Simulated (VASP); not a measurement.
# F (Cmce) in VASP: notebook

F is run at these levels: HF, r2SCANh; tasks: single point.

Program: VASP 6.6.1. These are calculated values, not measurements. Logs are shortened: lines on timing, memory, paths and dates and some standing lists are left out, and cuts for length are marked.

## 1. The cell of the first run

It takes space group Cmce (No. 64, orthorhombic). Conventional cell: a = 4.946 Å, b = 3.221 Å, c = 6.545 Å, α = 90.00°, β = 90.00°, γ = 90.00°. Within 1.9 Å of F (site symmetry m) lie 1 F at 1.40 Å.

## 2. Single point, HF

File POSCAR:

```
F
1.0
    2.4728542882     -1.6104303596      0.0000000000
    2.4728542882      1.6104303596      0.0000000000
    0.0000000000      0.0000000000      6.5449700122
F
4
Direct
    0.9054155717      0.0945844283      0.0963912690
    0.5945844283      0.4054155717      0.5963912690
    0.4054155717      0.5945844283      0.4036087310
    0.0945844283      0.9054155717      0.9036087310
```

File INCAR.step1:

```
PREC     = Accurate       # precision mode
ENCUT    = 520            # plane-wave cutoff, eV
EDIFF    = 1E-5           # SCF threshold, eV
ISMEAR   = 0              # smearing method
SIGMA    = 0.01           # smearing width, eV
LREAL    = F              # projectors in reciprocal space
LASPH    = T              # aspherical terms in the spheres
NELM     = 120            # most SCF steps
ALGO     = Normal         # electronic algorithm
ISIF     = 2              # what is computed and relaxed
LWAVE    = T              # write WAVECAR
LCHARG   = F              # write CHGCAR
NBANDS   = 22             # bands
GGA      = PE             # functional
GGA_COMPAT= F            
KPAR     = 4
```

File INCAR.step2:

```
PREC     = Accurate       # precision mode
ENCUT    = 520            # plane-wave cutoff, eV
EDIFF    = 1E-6           # SCF threshold, eV
ISMEAR   = 0              # smearing method
SIGMA    = 0.01           # smearing width, eV
LREAL    = F              # projectors in reciprocal space
LASPH    = T              # aspherical terms in the spheres
NELM     = 120            # most SCF steps
ALGO     = Normal         # electronic algorithm
ISIF     = 2              # what is computed and relaxed
LWAVE    = F              # write WAVECAR
LCHARG   = F              # write CHGCAR
GGA      = PE             # functional
LHFCALC  = T              # exact exchange
AEXX     = 1.0            # exact-exchange fraction
ALDAC    = 0.0          
AGGAC    = 0.0          
PRECFOCK = Normal       
NBANDS   = 22             # bands
ISTART   = 1            
GGA_COMPAT= F            
KPAR     = 4
```

File KPOINTS:

```
Automatic mesh
0
Gamma
  6 6 4
```

Potentials or basis: VASP PAW PBE potentials, release 64 (F).

Launch:

```sh
> cat potpaw_PBE.64/F/POTCAR > POTCAR
> cp INCAR.step1 INCAR
> mpirun -np 4 vasp_std > vasp.out
> cp INCAR.step2 INCAR
> mpirun -np 4 vasp_std > vasp.out
```

OUTCAR:

```text
PREC = Accurate
   ENCUT = 520
   EDIFF = 1E-6
   ISMEAR = 0
   LREAL = F
   LASPH = T
   NELM = 120
   ISIF = 2
   GGA = PE
   LHFCALC = T
   AEXX = 1.0
   PRECFOCK = Normal
   ISTART = 1

 ion  position               nearest neighbor table
   1  0.905  0.095  0.096-   4 1.40
   2  0.595  0.405  0.596-   3 1.40
   3  0.405  0.595  0.404-   2 1.40
   4  0.095  0.905  0.904-   1 1.40

  LATTYP: Found a base centered orthorhombic cell.
 ALAT       =     3.2208607192
 B/A-ratio  =     1.5355238887
 C/A-ratio  =     2.0320562057

  Lattice vectors:

 A1 = (  -2.4728542882,  -1.6104303596,   0.0000000000)
 A2 = (   2.4728542882,  -1.6104303596,   0.0000000000)
 A3 = (   0.0000000000,   0.0000000000,   6.5449700122)

Analysis of symmetry for initial positions (statically):
=====================================================================
 Subroutine PRICEL returns:
 Original cell was already a primitive cell.

 Routine SETGRP: Setting up the symmetry group for a
 base centered orthorhombic supercell.

 Subroutine GETGRP returns: Found  8 space group operations
 (whereof  4 operations were pure point group operations)
 out of a pool of  8 trial point group operations.

The static configuration has the point symmetry C_2h.
 The point group associated with its full space group is D_2h.

Analysis of symmetry for dynamics (positions and initial velocities):
=====================================================================
 Subroutine PRICEL returns:
 Original cell was already a primitive cell.

 Routine SETGRP: Setting up the symmetry group for a
 base centered orthorhombic supercell.

 Subroutine GETGRP returns: Found  8 space group operations
 (whereof  4 operations were pure point group operations)
 out of a pool of  8 trial point group operations.

The dynamic configuration has the point symmetry C_2h.
 The point group associated with its full space group is D_2h.

 Subroutine INISYM returns: Found  8 space group operations
 (whereof  4 operations are pure point group operations),
 and found     1 'primitive' translations

----------------------------------------------------------------------------------------

                                     Primitive cell

  volume of cell :      52.1288

  direct lattice vectors                    reciprocal lattice vectors
     2.472854288 -1.610430360  0.000000000     0.202195496 -0.310476015  0.000000000
     2.472854288  1.610430360  0.000000000     0.202195496  0.310476015  0.000000000
     0.000000000  0.000000000  6.544970012     0.000000000  0.000000000  0.152789088

  length of vectors
     2.951015804  2.951015804  6.544970012     0.370510964  0.370510964  0.152789088

  position of ions in fractional coordinates (direct lattice)
     0.905415572  0.094584428  0.096391269
     0.594584428  0.405415572  0.596391269
     0.405415572  0.594584428  0.403608731
     0.094584428  0.905415572  0.903608731

  ion indices of the primitive-cell ions
   primitive index   ion index
                 1           1
                 2           2
                 3           3
                 4           4

----------------------------------------------------------------------------------------

 KPOINTS: Automatic mesh

Automatic generation of k-mesh.
 Grid dimensions read from file:
 generate k-points for:    6    6    4

 Generating k-lattice:

  Cartesian coordinates                     Fractional coordinates (reciprocal lattice)
     0.033699249 -0.051746002  0.000000000     0.166666667  0.000000000  0.000000000
     0.033699249  0.051746002  0.000000000     0.000000000  0.166666667  0.000000000
     0.000000000  0.000000000  0.038197272     0.000000000  0.000000000  0.250000000

  Length of vectors
     0.061751827  0.061751827  0.038197272

  Shift w.r.t. Gamma in fractional coordinates (k-lattice)
     0.000000000  0.000000000  0.000000000

 Subroutine IBZKPT returns following result:
 ===========================================

 Found     39 irreducible k-points:

 Following reciprocal coordinates:
            Coordinates               Weight
  0.000000  0.000000  0.000000      1.000000
  0.166667  0.000000  0.000000      4.000000
  0.333333  0.000000  0.000000      4.000000
  0.500000  0.000000  0.000000      2.000000
  0.166667  0.166667  0.000000      2.000000
  0.333333  0.166667  0.000000      4.000000
[... 16 lines left out ...]
  0.333333  0.333333  0.250000      4.000000
  0.500000  0.333333  0.250000      8.000000
 [... further k-points ...]
   k-points           NKPTS =     39   k-points in BZ     NKDIM =    144   number of bands    NBANDS=     22
   number of dos      NEDOS =    301   number of ions     NIONS =      4
   total plane-waves  NPLWV =  28800
   dimension x,y,z NGX =    24 NGY =   24 NGZ =   50
   dimension x,y,z NGXF=    48 NGYF=   48 NGZF=  100
   ions per type =               4
   NGX,Y,Z   is equivalent  to a cutoff of  13.52, 13.52, 12.70 a.u.
   NGXF,Y,Z  is equivalent  to a cutoff of  27.04, 27.04, 25.40 a.u.
 SYSTEM =  unknown system
   PREC   = accura    normal or accurate (medium, high low for compatibility)
   ISTART =      1    job   : 0-new  1-cont  2-samecut
   ICHARG =      0    charge: 1-file 2-atom 10-const
   ISPIN  =      1    spin polarized calculation?
   LNONCOLLINEAR =      F non collinear calculations
   LSORBIT =      F    spin-orbit coupling
   LASPH  =      T    aspherical Exc in radial PAW
   ENCUT  =  520.0 eV  38.22 Ry    6.18 a.u.   5.49  5.49 12.17*2*pi/ulx,y,z
   NELM   =    120;   NELMIN=  2; NELMDL=  0     # of ELM steps
   EDIFF  = 0.1E-05   stopping-criterion for ELM
   LREAL  =      F    real-space projection
   EDIFFG = 0.1E-04   stopping-criterion for IOM
   NSW    =      0    number of steps for IOM
   IBRION =     -1    ionic relax: 0-MD 1-quasi-New 2-CG
   NFREE  =      0    steps in history (QN), initial steepest desc. (CG)
   ISIF   =      2    stress and relaxation
   ISYM   =      3    0-nonsym 1-usesym 2-fastsym
   POTIM  = 0.5000    time-step for ionic-motion
   TEBEG  =    0.0;   TEEND  =   0.0 temperature during run
   PSTRESS=    0.0 pullay stress
   NELECT =      28.0000    total number of electrons
   NUPDOWN=      -1.0000    fix difference up-down
   EMIN   =  10.00;   EMAX   =-10.00  energy-range for DOS
   EFERMI =   0.00;   METHOD = LEGACY
   ISMEAR =     0;   SIGMA  =   0.01  broadening in eV -4-tet -1-fermi 0-gaus
   EFERMI_NEDOS =   21; number of points for ismear=-14 and -15
   IALGO  =     38    algorithm
   IMIX   =      1    mixing-type and parameters
     AMIX     =   0.40;   BMIX     =  1.00
     AMIX_MAG =   1.60;   BMIX_MAG =  1.00
  volume/ion in A,a.u.               =      13.03        87.95
  Fermi-wavevector in a.u.,A,eV,Ry     =   1.330765  2.514782 24.095050  1.770936
  Thomas-Fermi vector in A             =   2.459827
   LORBIT       =      0    0 simple, 1 ext, 2 COOP (PROOUT), +10 PAW based schemes
   GGA     = PE    functional components
   LHFCALC =     T    Hartree Fock is set to
   PRECFOCK=normal    Normal, Fast or Accurate (Low or Medium for compatibility)
   ENCUT4O =  -1.0   cutoff for four orbital integrals eV
   NKREDX  =     1    reduce k-point grid by
   NKREDY  =     1    reduce k-point grid by
   NKREDZ  =     1    reduce k-point grid by
   AEXX    =    1.0000 exact exchange contribution
   HFSCREEN=    0.0000 screening length (either q_TF or 0.3 A-1)
   HFSCREENC=   0.0000 screening length for correlation (either q_TF or 0.3 A-1)
   ENCUTFOCK=  -1.0 apply spherical cutoff to Coloumb kernel
   IVDW    =     0    specifies the selected vdW correction
   LEPSILON=     F    determine dielectric tensor
   LRPA    =     F    only Hartree local field effects (RPA)
 non-spin polarized calculation
 Gauss-broadening in eV      SIGMA  =   0.01
  energy-cutoff  :      520.00
  volume of cell :       52.13
 maximum number of plane-waves:      1425
 NGX is ok and might be reduce to    24
  NGX = 18; NGY = 18; NGZ = 40

 number of electron      28.0000019 magnetization

 Free energy of the ion-electron system (eV)
  ---------------------------------------------------
  ext. energy  EPLUGINS =         0.00000000
  ---------------------------------------------------
  free energy    TOTEN  =       -34.81989986 eV

  energy without entropy =      -34.81989986  energy(sigma->0) =      -34.81989986

 E-fermi : -12.8326     XC(G=0):   0.0000

 val. band max:      -12.9202030361   @ k =   0.0000   0.0000   0.0000
 cond. band min:       6.1225324363   @ k =   0.0000   0.0000   0.0000
 fundamental gap:     19.0427354724
 Fermi energy:       -12.8326318352

 k-point     1 :       0.0000    0.0000    0.0000
  band No.  band energies     occupation
      1     -43.7695      2.00000
      2     -43.5197      2.00000
      3     -36.2596      2.00000
      4     -35.6333      2.00000
      5     -16.8612      2.00000
      6     -16.7473      2.00000
[... 14 lines left out ...]
     21      22.8302      0.00000
     22      23.6736      0.00000

 k-point     2 :       0.1667    0.0000    0.0000
  band No.  band energies     occupation
      1     -43.7025      2.00000
      2     -43.4847      2.00000
      3     -36.2048      2.00000
      4     -35.6635      2.00000
      5     -17.2370      2.00000
      6     -17.1669      2.00000
[... 14 lines left out ...]
     21      20.9016      0.00000
     22      23.0471      0.00000

 k-point     3 :       0.3333    0.0000    0.0000
  band No.  band energies     occupation
      1     -43.5534      2.00000
      2     -43.4258      2.00000
      3     -36.0665      2.00000
      4     -35.7555      2.00000
      5     -17.9139      2.00000
      6     -17.8196      2.00000
[... 14 lines left out ...]
     21      19.9331      0.00000
     22      20.2604      0.00000
[... 476 lines left out ...]
 k-point    23 :       0.3333    0.3333    0.2500
  band No.  band energies     occupation
      1     -43.5267      2.00000
      2     -43.3824      2.00000
      3     -36.0103      2.00000
      4     -35.6561      2.00000
      5     -17.9317      2.00000
      6     -17.6291      2.00000
[... 14 lines left out ...]
     21      20.1354      0.00000
     22      20.6993      0.00000

 k-point    24 :       0.5000    0.3333    0.2500
  band No.  band energies     occupation
      1     -43.4588      2.00000
      2     -43.3434      2.00000
      3     -35.9612      2.00000
      4     -35.6815      2.00000
      5     -18.1149      2.00000
      6     -17.8088      2.00000
[... 14 lines left out ...]
     21      19.5714      0.00000
     22      20.0666      0.00000

 [... further k-points ...]

------------------------ aborting loop because EDIFF is reached ----------------------------------------

  FORCE on cell =-STRESS in cart. coord.  units (eV):
  Direction    XX          YY          ZZ          XY          YZ          ZX
  --------------------------------------------------------------------------------------
  -------------------------------------------------------------------------------------
  Total        0.9257863     -0.1967397     -4.7707516      0.0000000      0.0000000      0.0000000
  in kB       28.4539931     -6.0467830   -146.6287919      0.0000000      0.0000000      0.0000000
  external PRESSURE =     -41.4071939 kB  Pullay stress =       0.0000000 kB

 VOLUME and BASIS-vectors are now :
 -----------------------------------------------------------------------------
  energy-cutoff  :      520.00
  volume of cell :       52.13
      direct lattice vectors                 reciprocal lattice vectors
     2.472854288 -1.610430360  0.000000000     0.202195496 -0.310476015  0.000000000
     2.472854288  1.610430360  0.000000000     0.202195496  0.310476015  0.000000000
     0.000000000  0.000000000  6.544970012     0.000000000  0.000000000  0.152789088

 POSITION                                       TOTAL-FORCE (eV/Angst)
 -----------------------------------------------------------------------------------
      2.47285     -1.30579      0.63088         0.000000     -1.161092     -2.499648
      2.47285     -0.30464      3.90336         0.000000      1.161092     -2.499648
      2.47285      0.30464      2.64161         0.000000     -1.161092      2.499648
      2.47285      1.30579      5.91409         0.000000      1.161092      2.499648
 -----------------------------------------------------------------------------------
    total drift:                                0.000000     -0.000000     -0.000000

  FREE ENERGIE OF THE ION-ELECTRON SYSTEM (eV)
  ---------------------------------------------------
  free  energy   TOTEN  =       -34.8198998623 eV

  energy  without entropy=      -34.8198998623  energy(sigma->0) =      -34.81989986
```

Wall time 42 min (4 MPI ranks of Intel Xeon Platinum 8259CL at 2.50GHz (Skylake/Cascade Lake), shared host); peak memory 0.21 GiB.

What came out:

```yaml
Free_energy: -34.8199 eV
Pressure: -4.1 GPa
Largest_force: 2.756 eV/Å
Band_gap_on_the_k_mesh: 19.04 eV
```

Forces on the atoms (eV/Å):
```
F    0.000 -1.161 -2.500
F    0.000  1.161 -2.500
F    0.000 -1.161  2.500
F    0.000  1.161  2.500
```

Levels at points of the mesh, in eV from the valence-band top:
```csv
k point,band 10,band 11,band 12,band 13,band 14,band 15,band 16,band 17,band 18,band 19
"(0.00, 0.00, 0.00)",-2.10,-0.49,-0.14,-0.04,0.00,19.04,21.54,23.36,26.04,28.55
"(0.50, 0.00, 0.00)",-2.57,-0.55,-0.55,-0.09,-0.09,20.46,20.46,28.56,28.56,30.77
"(0.50, 0.50, 0.00)",-2.26,-1.03,-0.65,-0.29,-0.25,19.99,21.26,28.79,29.35,29.86
"(0.00, 0.00, 0.50)",-2.62,-0.38,-0.38,-0.02,-0.02,19.97,19.97,25.04,25.04,30.14
"(0.50, 0.00, 0.50)",-2.91,-0.43,-0.43,-0.01,-0.01,20.46,20.46,28.71,28.71,29.77
"(0.50, 0.50, 0.50)",-2.57,-0.64,-0.64,-0.51,-0.51,20.56,20.56,29.21,29.21,30.05
```

Caveat: the cell stands under tension; the PAW data sets were made with another functional, which shifts forces and pressure a little. A k mesh can miss the band edges.

## 3. Single point, r2SCANh

POSCAR is that of step 2.

File INCAR.step1:

```
SYSTEM = F
PREC = Accurate ; ENCUT = 580
EDIFF = 1E-5 ; ISMEAR = 0
SIGMA = 0.01 ; LREAL = .FALSE.
LASPH = .TRUE. ; NELM = 120
ALGO = Normal ; ISIF = 2
LWAVE = .TRUE. ; LCHARG = .FALSE.
NBANDS = 22 ; GGA = PE
GGA_COMPAT = .FALSE. ; KPAR = 4
```

File INCAR.step2:

```
SYSTEM = F
PREC = Accurate ; ENCUT = 580
EDIFF = 1E-6 ; ISMEAR = 0
SIGMA = 0.01 ; LREAL = .FALSE.
LASPH = .TRUE. ; NELM = 120
ALGO = Normal ; ISIF = 2
LWAVE = .FALSE. ; LCHARG = .FALSE.
METAGGA = R2SCAN ; LHFCALC = .TRUE.
AEXX = 0.1 ; LMIXTAU = .TRUE.
PRECFOCK = Normal ; NBANDS = 22
ISTART = 1 ; GGA_COMPAT = .FALSE.
KPAR = 4
```

File KPOINTS:

```
Automatic mesh
0
G
  6 6 4
  0 0 0
```

Potentials or basis: VASP PAW PBE potentials, release 64 (F).

Launch:

```sh
> cat potpaw_PBE.64/F/POTCAR > POTCAR
> cp INCAR.step1 INCAR
> mpirun -np 4 vasp_std > vasp.out
> cp INCAR.step2 INCAR
> mpirun -np 4 vasp_std > vasp.out
```

Wall time 24 min (4 MPI ranks of AMD EPYC 9R45 (Zen 5), shared host); peak memory 0.22 GiB.

The run converged. Its results:

| Item | Value |
| --- | --- |
| Free energy | -14.7979 eV |
| Pressure | 0.5 GPa |
| Largest force | 0.004 eV/Å |
| Band gap on the k mesh | 5.21 eV |

Forces in eV/Å, atoms in the order of the input:
```
F    0.000  0.004 -0.001
F    0.000 -0.004 -0.001
F    0.000  0.004  0.001
F    0.000 -0.004  0.001
```

Stress tensor (GPa, compression positive):
```
0.38 0.00 0.00
0.00 0.53 0.00
0.00 0.00 0.49
```

Levels at points of the mesh, in eV from the valence-band top:
```tsv
k point	band 11	band 12	band 13	band 14	band 15	band 16	band 17	band 18
(0.00, 0.00, 0.00)	-0.49	-0.19	-0.04	0.00	5.21	6.47	12.17	14.74
(0.50, 0.00, 0.00)	-0.56	-0.56	-0.10	-0.10	5.96	5.96	17.18	17.18
(0.50, 0.50, 0.00)	-0.98	-0.66	-0.25	-0.25	5.60	6.34	17.53	18.04
(0.00, 0.00, 0.50)	-0.37	-0.37	-0.02	-0.02	5.80	5.80	13.19	13.19
(0.50, 0.00, 0.50)	-0.49	-0.49	-0.06	-0.06	5.93	5.93	17.47	17.47
(0.50, 0.50, 0.50)	-0.60	-0.60	-0.48	-0.48	5.96	5.96	17.97	17.97
```

Caveat: the PAW data sets were made with another functional, which shifts forces and pressure a little. A k mesh can miss the band edges.
